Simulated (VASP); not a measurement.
A run of VASP 6.6.1 is set up as follows.

The input POSCAR:

```
LiH
1.0
    3.3475858822      0.0000000000      0.0000000000
   -1.6737929411      2.8990944154      0.0000000000
    0.0000000000      0.0000000000      4.0216139349
Li H
2 2
Direct
    0.3333333333      0.6666666667      0.2500000000
    0.6666666667      0.3333333333      0.7500000000
    0.6666666667      0.3333333333      0.2500000000
    0.3333333333      0.6666666667      0.7500000000
```

File INCAR.step1:

```
SYSTEM = LiH
PREC = Accurate
ENCUT = 520
EDIFF = 1E-5
ISMEAR = 0
SIGMA = 0.01
LREAL = .False.
LASPH = .True.
NELM = 80
ALGO = Normal
ISIF = 2
LWAVE = .True.
LCHARG = .False.
GGA = PE
NBANDS = 12
```

File INCAR.step2:

```
SYSTEM = LiH
PREC = Accurate
ENCUT = 520
EDIFF = 1E-6
ISMEAR = 0
SIGMA = 0.01
LREAL = .False.
LASPH = .True.
NELM = 80
ALGO = Normal
ISIF = 2
LWAVE = .False.
LCHARG = .False.
GGA = PE
LHFCALC = .True.
HFSCREEN = 0.2079
PRECFOCK = Normal
ISTART = 1
NBANDS = 12
```

File KPOINTS:

```
regular mesh
0
Gamma
  6 6 4
  0 0 0
```

Potentials or basis: VASP PAW PBE potentials, release 64 (Li_sv, H).

The run is started by

```sh
$ cat potpaw_PBE.64/Li_sv/POTCAR potpaw_PBE.64/H/POTCAR > POTCAR
$ cp INCAR.step1 INCAR
$ mpirun -np 1 vasp_std > vasp.out
$ cp INCAR.step2 INCAR
$ mpirun -np 1 vasp_std > vasp.out
```

Problem. What does it give for the band gap on the k mesh?

Solution. 2.52 eV (least direct gap 4.24 eV).

Caveat: the cell differs from its parent crystal (epitaxial xy strain +2.9%). A k mesh can miss the band edges.
